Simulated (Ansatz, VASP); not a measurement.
**One calculation of NbC3, two programs**

```
CELL_PARAMETERS angstrom
4.32135 0.00000 0.00000
-2.16068 3.74240 0.00000
0.00000 0.00000 5.23129
ATOMIC_POSITIONS crystal
Nb 0.33333 0.66667 0.25000
Nb 0.66667 0.33333 0.75000
C 0.88790 0.77580 0.25000
C 0.11210 0.88790 0.75000
C 0.22420 0.11210 0.25000
C 0.11210 0.22420 0.75000
C 0.88790 0.11210 0.25000
C 0.77580 0.88790 0.75000
```

Alike in both runs: functional PBE; k mesh 6 × 6 × 4; occupations gaussian, width 0.1 eV; no spin polarisation.

Ansatz relaxed the structure, and its values are those at the end. VASP's run is a single point on that final structure, the one shown.

|  | VASP | Ansatz |
| --- | --- | --- |
| version | VASP 6.6.1 | Ansatz 0.2.0 |
| potentials or method | VASP PAW PBE potentials, release 64 (Nb_sv, C), cutoff 520 eV | scalar-relativistic, plane waves, PAW |
| valence electrons in the cell | 50 | 50 |

|  | VASP | Ansatz | Ansatz less VASP |
| --- | --- | --- | --- |
| gap on the k mesh at the Fermi level (eV) | none | none | - |
| pressure (GPa) | 0.3 | 0.1 | -0.23 |
| rms of the force components (eV/Å) | 0.074 | 0.001 | -0.0729 |

A gap of «none» marks a metal or a gap that the smearing closes.
